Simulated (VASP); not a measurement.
A run of VASP 6.6.1:

The input INCAR:

```
SYSTEM = TaSi2
PREC = Accurate
ENCUT = 520
EDIFF = 1E-7
ISMEAR = 0
SIGMA = 0.15
LREAL = .False.
LASPH = .True.
NELM = 80
ALGO = Normal
ISIF = 2
LWAVE = .False.
LCHARG = .False.
GGA = PS
NBANDS = 38
```

The input KPOINTS:

```
Automatic mesh
0
Gamma
  12 12 6
  0 0 0
```

File POSCAR:

```
TaSi2
1.0
    4.7608595394      0.0000000000      0.0000000000
   -2.3804297697      4.1230253050      0.0000000000
    0.0000000000      0.0000000000      6.5557841079
Ta Si
3 6
Direct
    0.5090952631      0.0181905262      0.5000000000
    0.5090952631      0.5181905262      0.8333333333
    0.0090952631      0.5181905262      0.1666666667
    0.1592675424      0.3185350849      0.5000000000
    0.8407324576      0.1592675424      0.8333333333
    0.6814649151      0.8407324576      0.1666666667
    0.8407324576      0.6814649151      0.5000000000
    0.1592675424      0.8407324576      0.8333333333
    0.3185350849      0.1592675424      0.1666666667
```

Potentials or basis: VASP PAW PBE potentials, release 64 (Ta_pv, Si).

Run with:

```sh
$ cat potpaw_PBE.64/Ta_pv/POTCAR potpaw_PBE.64/Si/POTCAR > POTCAR
$ mpirun -np 1 vasp_std > vasp.out
```

Hardware: 1 thread of Intel(R) Xeon(R) 6975P-C (Granite Rapids) (shared host).

Question: Estimate the wall time of this run.

Answer: Wall time 10 min on 1 thread of Intel(R) Xeon(R) 6975P-C (Granite Rapids) (shared host), peak memory 0.91 GiB. Counts: scf iterations 16, k points 242.
